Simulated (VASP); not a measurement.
Runs of VASP 6.6.1 on Zn. The structure is that of space group P6_3/mmc (No. 194), or close to it. The cells are those of the table. 

```tsv
cell	k mesh	gap on the mesh (eV)	pressure (GPa)
a = 2.498, b = 2.498, c = 9.255 Å, angles 90.0, 90.0, 120.0°, 4 atoms	16 × 16 × 4	none	17.0
a = 2.571, b = 2.571, c = 9.527 Å, angles 90.0, 90.0, 120.0°, 4 atoms	16 × 16 × 4	none	(a)
a = 2.606, b = 2.606, c = 9.658 Å, angles 90.0, 90.0, 120.0°, 4 atoms	18 × 18 × 5	none	0.5
a = 2.674, b = 2.674, c = 9.909 Å, angles 90.0, 90.0, 120.0°, 4 atoms	16 × 16 × 4	none	(b)
a = 2.535, b = 2.535, c = 9.393 Å, angles 90.0, 90.0, 120.0°, 4 atoms	16 × 16 × 4	none	10.1
a = 2.641, b = 2.641, c = 9.785 Å, angles 90.0, 90.0, 120.0°, 4 atoms	16 × 16 × 4	none	-2.8
a = 2.707, b = 2.707, c = 10.030 Å, angles 90.0, 90.0, 120.0°, 4 atoms	16 × 16 × 4	none	-7.2
a = 2.606, b = 2.606, c = 9.658 Å, angles 90.0, 90.0, 120.0°, 4 atoms	16 × 16 × 4	none	0.5
```

Alike in all rows: task single point; level PBEsol; potentials or basis VASP PAW PBE potentials, release 64 (Zn); no spin polarisation; cutoff (eV) 520; smearing fermi-dirac 0.1 eV.

Question: Estimate the missing entries.

Answer: (a) 4.7; (b) -5.2.

Caveats: the PAW data sets were made with another functional, which shifts forces and pressure a little.

A gap of «none» marks levels without a gap at the run's occupations.
